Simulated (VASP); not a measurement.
# SiGe (P6_3mc) in VASP: notebook

Runs on SiGe. Level: PBEsol. Tasks: single point.

Program: VASP 6.6.1. These are calculated values, not measurements. Logs are shortened: lines on timing, memory, paths and dates and some standing lists are left out, and cuts for length are marked.

## 1. The cell of the first run

It takes space group P6_3mc (No. 186, hexagonal). The conventional cell has a = 3.900 Å, b = 3.900 Å, c = 6.443 Å, α = 90.00°, β = 90.00°, γ = 120.00°. Within 3.0 Å of Si (site symmetry 3m) lie 4 Ge at 2.26 to 2.45 Å. Within 3.0 Å of Ge (site symmetry 3m) lie 4 Si at 2.26 to 2.45 Å.

## 2. Single point, PBEsol (atoms shifted along a free coordinate)

INCAR

```
SYSTEM = SiGe
  PREC = Accurate
  ENCUT = 520
  EDIFF = 1E-6
  ISMEAR = 0
  SIGMA = 0.03
  LREAL = .FALSE.
  LASPH = .TRUE.
  NELM = 100
  ALGO = Normal
  ISIF = 2
  LWAVE = .FALSE.
  LCHARG = .FALSE.
  GGA = PS
  NBANDS = 26
```

KPOINTS

```
regular mesh
0
G
  12 12 6
  0 0 0
```

POSCAR

```
SiGe
1.0
    3.9004653870      0.0000000000      0.0000000000
   -1.9502326935      3.3779021117      0.0000000000
    0.0000000000      0.0000000000      6.4431565742
Si Ge
2 2
Direct
    0.6666666667      0.3333333333      0.8745463082
    0.3333333333      0.6666666667      0.3745463082
    0.6666666667      0.3333333333      0.5237332063
    0.3333333333      0.6666666667      0.0237332063
```

Potentials or basis: VASP PAW PBE potentials, release 64 (Si, Ge_d).

Run with:

```bash
$ cat potpaw_PBE.64/Si/POTCAR potpaw_PBE.64/Ge_d/POTCAR > POTCAR
$ mpirun -np 1 vasp_std > vasp.out
```

OUTCAR:

```text
SYSTEM = SiGe
   PREC = Accurate
   ENCUT = 520
   EDIFF = 1E-6
   ISMEAR = 0
   LREAL = .FALSE.
   LASPH = .TRUE.
   NELM = 100
   ISIF = 2
   GGA = PS

 ion  position               nearest neighbor table
   1  0.667  0.333  0.875-   3 2.26   4 2.45   4 2.45   4 2.45
   2  0.333  0.667  0.375-   4 2.26   3 2.45   3 2.45   3 2.45
   3  0.667  0.333  0.524-   1 2.26   2 2.45   2 2.45   2 2.45
   4  0.333  0.667  0.024-   2 2.26   1 2.45   1 2.45   1 2.45

  LATTYP: Found a hexagonal cell.
 ALAT       =     3.9004653870
 C/A-ratio  =     1.6518943087

  Lattice vectors:

 A1 = (   3.9004653870,   0.0000000000,   0.0000000000)
 A2 = (  -1.9502326935,   3.3779021117,   0.0000000000)
 A3 = (   0.0000000000,   0.0000000000,   6.4431565742)

Analysis of symmetry for initial positions (statically):
=====================================================================
 Subroutine PRICEL returns:
 Original cell was already a primitive cell.

 Routine SETGRP: Setting up the symmetry group for a
 hexagonal supercell.

 Subroutine GETGRP returns: Found 12 space group operations
 (whereof  6 operations were pure point group operations)
 out of a pool of 24 trial point group operations.

The static configuration has the point symmetry C_3v.
 The point group associated with its full space group is C_6v.

Analysis of symmetry for dynamics (positions and initial velocities):
=====================================================================
 Subroutine PRICEL returns:
 Original cell was already a primitive cell.

 Routine SETGRP: Setting up the symmetry group for a
 hexagonal supercell.

 Subroutine GETGRP returns: Found 12 space group operations
 (whereof  6 operations were pure point group operations)
 out of a pool of 24 trial point group operations.

The dynamic configuration has the point symmetry C_3v.
 The point group associated with its full space group is C_6v.

 Subroutine INISYM returns: Found 12 space group operations
 (whereof  6 operations are pure point group operations),
 and found     1 'primitive' translations

----------------------------------------------------------------------------------------

                                     Primitive cell

  volume of cell :      84.8911

  direct lattice vectors                    reciprocal lattice vectors
     3.900465387  0.000000000  0.000000000     0.256379663  0.148020867  0.000000000
    -1.950232694  3.377902112  0.000000000     0.000000000  0.296041734  0.000000000
     0.000000000  0.000000000  6.443156574     0.000000000  0.000000000  0.155203430

  length of vectors
     3.900465387  3.900465387  6.443156574     0.296041734  0.296041734  0.155203430

  position of ions in fractional coordinates (direct lattice)
     0.666666667  0.333333333  0.874546308
     0.333333333  0.666666667  0.374546308
     0.666666667  0.333333333  0.523733206
     0.333333333  0.666666667  0.023733206

  ion indices of the primitive-cell ions
   primitive index   ion index
                 1           1
                 2           2
                 3           3
                 4           4

----------------------------------------------------------------------------------------

 KPOINTS: regular mesh

Automatic generation of k-mesh.
 Grid dimensions read from file:
 generate k-points for:   12   12    6

 Generating k-lattice:

  Cartesian coordinates                     Fractional coordinates (reciprocal lattice)
     0.021364972  0.012335072  0.000000000     0.083333333  0.000000000  0.000000000
     0.000000000  0.024670145  0.000000000     0.000000000  0.083333333  0.000000000
     0.000000000  0.000000000  0.025867238     0.000000000  0.000000000  0.166666667

  Length of vectors
     0.024670145  0.024670145  0.025867238

  Shift w.r.t. Gamma in fractional coordinates (k-lattice)
     0.000000000  0.000000000  0.000000000

 Subroutine IBZKPT returns following result:
 ===========================================

 Found     76 irreducible k-points:

 Following reciprocal coordinates:
            Coordinates               Weight
  0.000000  0.000000  0.000000      1.000000
  0.083333  0.000000  0.000000      6.000000
  0.166667  0.000000  0.000000      6.000000
  0.250000  0.000000  0.000000      6.000000
  0.333333  0.000000  0.000000      6.000000
  0.416667  0.000000  0.000000      6.000000
[... 16 lines left out ...]
  0.250000  0.000000  0.166667     12.000000
  0.333333  0.000000  0.166667     12.000000
 [... further k-points ...]
   k-points           NKPTS =     76   k-points in BZ     NKDIM =     76   number of bands    NBANDS=     26
   number of dos      NEDOS =    301   number of ions     NIONS =      4
   total plane-waves  NPLWV =  43200
   dimension x,y,z NGX =    30 NGY =   30 NGZ =   48
   dimension x,y,z NGXF=    60 NGYF=   60 NGZF=   96
   ions per type =               2   2
   NGX,Y,Z   is equivalent  to a cutoff of  12.79, 12.79, 12.38 a.u.
   NGXF,Y,Z  is equivalent  to a cutoff of  25.57, 25.57, 24.77 a.u.
 SYSTEM =  SiGe
   PREC   = accura    normal or accurate (medium, high low for compatibility)
   ISTART =      0    job   : 0-new  1-cont  2-samecut
   ICHARG =      2    charge: 1-file 2-atom 10-const
   ISPIN  =      1    spin polarized calculation?
   LNONCOLLINEAR =      F non collinear calculations
   LSORBIT =      F    spin-orbit coupling
   LASPH  =      T    aspherical Exc in radial PAW
   ENCUT  =  520.0 eV  38.22 Ry    6.18 a.u.   7.25  7.25 11.98*2*pi/ulx,y,z
   NELM   =    100;   NELMIN=  2; NELMDL= -5     # of ELM steps
   EDIFF  = 0.1E-05   stopping-criterion for ELM
   LREAL  =      F    real-space projection
   EDIFFG = 0.1E-04   stopping-criterion for IOM
   NSW    =      0    number of steps for IOM
   IBRION =     -1    ionic relax: 0-MD 1-quasi-New 2-CG
   NFREE  =      0    steps in history (QN), initial steepest desc. (CG)
   ISIF   =      2    stress and relaxation
   ISYM   =      2    0-nonsym 1-usesym 2-fastsym
   POTIM  = 0.5000    time-step for ionic-motion
   TEBEG  =    0.0;   TEEND  =   0.0 temperature during run
   PSTRESS=    0.0 pullay stress
   NELECT =      36.0000    total number of electrons
   NUPDOWN=      -1.0000    fix difference up-down
   EMIN   =  10.00;   EMAX   =-10.00  energy-range for DOS
   EFERMI =   0.00;   METHOD = LEGACY
   ISMEAR =     0;   SIGMA  =   0.03  broadening in eV -4-tet -1-fermi 0-gaus
   EFERMI_NEDOS =   21; number of points for ismear=-14 and -15
   IALGO  =     38    algorithm
   IMIX   =      4    mixing-type and parameters
     AMIX     =   0.40;   BMIX     =  1.00
     AMIX_MAG =   1.60;   BMIX_MAG =  1.00
  volume/ion in A,a.u.               =      21.22       143.22
  Fermi-wavevector in a.u.,A,eV,Ry     =   1.229952  2.324273 20.582658  1.512783
  Thomas-Fermi vector in A             =   2.364820
   LORBIT       =      0    0 simple, 1 ext, 2 COOP (PROOUT), +10 PAW based schemes
   GGA     = PS    functional components
   LHFCALC =     F    Hartree Fock is set to
   AEXX    =    0.0000 exact exchange contribution
   IVDW    =     0    specifies the selected vdW correction
   LEPSILON=     F    determine dielectric tensor
   LRPA    =     F    only Hartree local field effects (RPA)
 non-spin polarized calculation
 Gauss-broadening in eV      SIGMA  =   0.03
  energy-cutoff  :      520.00
  volume of cell :       84.89
 maximum number of plane-waves:      2316
 NGX is ok and might be reduce to    30
   NGX = 15   NGY = 15   NGZ = 23

 number of electron      35.9999990 magnetization

 Free energy of the ion-electron system (eV)
  ---------------------------------------------------
  ext. energy  EPLUGINS =         0.00000000
  ---------------------------------------------------
  free energy    TOTEN  =       -20.95056903 eV

  energy without entropy =      -20.95026537  energy(sigma->0) =      -20.95041720

 E-fermi :   5.7897     XC(G=0):  -9.8895

 val. band max:        5.7843874110   @ k =   0.4167   0.0000   0.3333
 cond. band min:       5.8170010423   @ k =   0.5000   0.0000   0.3333
 fundamental gap:      0.0326136313
 Fermi energy:         5.7897052530

 k-point     1 :       0.0000    0.0000    0.0000
  band No.  band energies     occupation
      1     -19.0182      2.00000
      2     -19.0171      2.00000
      3     -18.9950      2.00000
      4     -18.9950      2.00000
      5     -18.9907      2.00000
      6     -18.9907      2.00000
[... 18 lines left out ...]
     25      10.0949      0.00000
     26      11.8795      0.00000

 k-point     2 :       0.0833    0.0000    0.0000
  band No.  band energies     occupation
      1     -19.0179      2.00000
      2     -19.0169      2.00000
      3     -18.9952      2.00000
      4     -18.9948      2.00000
      5     -18.9909      2.00000
      6     -18.9904      2.00000
[... 18 lines left out ...]
     25      10.4076      0.00000
     26      11.3005      0.00000

 k-point     3 :       0.1667    0.0000    0.0000
  band No.  band energies     occupation
      1     -19.0170      2.00000
      2     -19.0163      2.00000
      3     -18.9957      2.00000
      4     -18.9943      2.00000
      5     -18.9914      2.00000
      6     -18.9894      2.00000
[... 18 lines left out ...]
     25      10.9953      0.00000
     26      11.2140      0.00000

 k-point     4 :       0.2500    0.0000    0.0000
  band No.  band energies     occupation
      1     -19.0160      2.00000
      2     -19.0154      2.00000
      3     -18.9963      2.00000
      4     -18.9938      2.00000
      5     -18.9920      2.00000
      6     -18.9883      2.00000
[... 18 lines left out ...]
     25      11.9306      0.00000
     26      12.3135      0.00000

 k-point     5 :       0.3333    0.0000    0.0000
  band No.  band energies     occupation
      1     -19.0154      2.00000
      2     -19.0143      2.00000
      3     -18.9970      2.00000
      4     -18.9935      2.00000
      5     -18.9925      2.00000
      6     -18.9872      2.00000
[... 18 lines left out ...]
     25      12.3225      0.00000
     26      13.1915      0.00000

 k-point     6 :       0.4167    0.0000    0.0000
  band No.  band energies     occupation
      1     -19.0152      2.00000
      2     -19.0134      2.00000
      3     -18.9975      2.00000
      4     -18.9933      2.00000
      5     -18.9928      2.00000
      6     -18.9865      2.00000
[... 427 lines left out ...]
 k-point    21 :       0.0833    0.0000    0.1667
  band No.  band energies     occupation
      1     -19.0178      2.00000
      2     -19.0170      2.00000
      3     -18.9949      2.00000
      4     -18.9945      2.00000
      5     -18.9912      2.00000
      6     -18.9907      2.00000
[... 18 lines left out ...]
     25      10.1564      0.00000
     26      11.5944      0.00000

 k-point    22 :       0.1667    0.0000    0.1667
  band No.  band energies     occupation
      1     -19.0170      2.00000
      2     -19.0164      2.00000
      3     -18.9954      2.00000
      4     -18.9940      2.00000
      5     -18.9917      2.00000
      6     -18.9898      2.00000
[... 18 lines left out ...]
     25      10.9422      0.00000
     26      10.9956      0.00000

 k-point    23 :       0.2500    0.0000    0.1667
  band No.  band energies     occupation
      1     -19.0160      2.00000
      2     -19.0156      2.00000
      3     -18.9960      2.00000
      4     -18.9935      2.00000
      5     -18.9922      2.00000
      6     -18.9886      2.00000
[... 18 lines left out ...]
     25      11.7604      0.00000
     26      11.9702      0.00000

 k-point    24 :       0.3333    0.0000    0.1667
  band No.  band energies     occupation
      1     -19.0155      2.00000
      2     -19.0145      2.00000
      3     -18.9966      2.00000
      4     -18.9931      2.00000
      5     -18.9927      2.00000
      6     -18.9876      2.00000
[... 18 lines left out ...]
     25      12.6752      0.00000
     26      13.0087      0.00000

 [... further k-points ...]
[... 5 lines left out ...]
  --------------------------------------------------------------------------------------
  -------------------------------------------------------------------------------------
  Total       -1.5251520     -1.5251520      3.9911644      0.0000000      0.0000000      0.0000000
  in kB      -28.7846879    -28.7846879     75.3265419      0.0000000      0.0000000      0.0000000
  external PRESSURE =       5.9190554 kB  Pullay stress =       0.0000000 kB

 VOLUME and BASIS-vectors are now :
 -----------------------------------------------------------------------------
  energy-cutoff  :      520.00
  volume of cell :       84.89
      direct lattice vectors                 reciprocal lattice vectors
     3.900465387  0.000000000  0.000000000     0.256379663  0.148020867  0.000000000
    -1.950232694  3.377902112  0.000000000     0.000000000  0.296041734  0.000000000
     0.000000000  0.000000000  6.443156574     0.000000000  0.000000000  0.155203430

 POSITION                                       TOTAL-FORCE (eV/Angst)
 -----------------------------------------------------------------------------------
      1.95023      1.12597      5.63484        -0.000000      0.000000      2.183101
     -0.00000      2.25193      2.41326        -0.000000      0.000000      2.183101
      1.95023      1.12597      3.37450         0.000000      0.000000     -2.183101
     -0.00000      2.25193      0.15292        -0.000000     -0.000000     -2.183101
 -----------------------------------------------------------------------------------
    total drift:                               -0.000000     -0.000001      0.004227

  FREE ENERGIE OF THE ION-ELECTRON SYSTEM (eV)
  ---------------------------------------------------
  free  energy   TOTEN  =       -20.9505690297 eV

  energy  without entropy=      -20.9502653737  energy(sigma->0) =      -20.95041720
```

Wall time 2.4 min (1 thread of Intel Xeon Platinum 8259CL at 2.50GHz (Skylake/Cascade Lake), shared host); peak memory 0.28 GiB.

Results:

| Quantity | Value |
| --- | --- |
| Free energy | -20.9506 eV |
| Pressure | 0.6 GPa |
| Largest force | 2.183 eV/Å |
| Band gap on the k mesh | zero (bands 18 and 19 overlap by 0.21 eV) |

Forces in eV/Å, atoms in the order of the input:
```
Si   0.000  0.000  2.183
Si   0.000  0.000  2.183
Ge   0.000  0.000 -2.183
Ge   0.000  0.000 -2.183
```

Caveat: the cell differs from its parent crystal (atoms shifted along a free coordinate); the stress differs along the axes, from -3 to 8 GPa; semilocal functionals underestimate gaps, and a narrow one can read as zero; the PAW data sets were made with another functional, which shifts forces and pressure a little.

(Continued in part 2 of 3.)

The gap in the log of VASP goes by the Fermi energy; the results here count the filled bands.